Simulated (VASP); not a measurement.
BaTiO3:

```xyz
5
Lattice="3.9941 0.0000 0.0000 0.0000 3.9941 0.0000 0.0000 0.0000 3.9941" Properties=species:S:1:pos:R:3 pbc="T T T"
Ba    0.0000    0.0000    0.0000
Ti    1.9970    1.9970    1.9970
O     1.9970    1.9970    0.0000
O     1.9970    0.0000    1.9970
O     0.0000    1.9970    1.9970
```

Base run:

- Program: VASP 6.6.1
- Functional: PBE
- Potentials or basis: VASP PAW PBE potentials, release 64 (Ba_sv, Ti_sv, O)
- Cutoff: 520 eV
- k mesh: 6 × 6 × 6
- Occupations: gaussian, width 0.01 eV
- Spin: no spin polarisation

Its results: band gap on the k mesh 1.76 eV, indirect (least direct gap 1.90 eV); pressure 5.0 GPa.

**Question.** The run is repeated on the same cell with these changes: functional from PBE to r2SCAN. What comes out?

**Answer.** Band gap on the k mesh 2.15 eV, indirect (least direct gap 2.30 eV); pressure 2.0 GPa.

r2SCAN gives the wider gap, since meta-GGAs in the generalised Kohn-Sham scheme recover part of the derivative discontinuity.

Caveats: spin-orbit coupling is left out, which moves the levels of the heavy elements; the PAW data sets were made with another functional, which shifts forces and pressure a little (some runs).

A k mesh can miss the band edges.
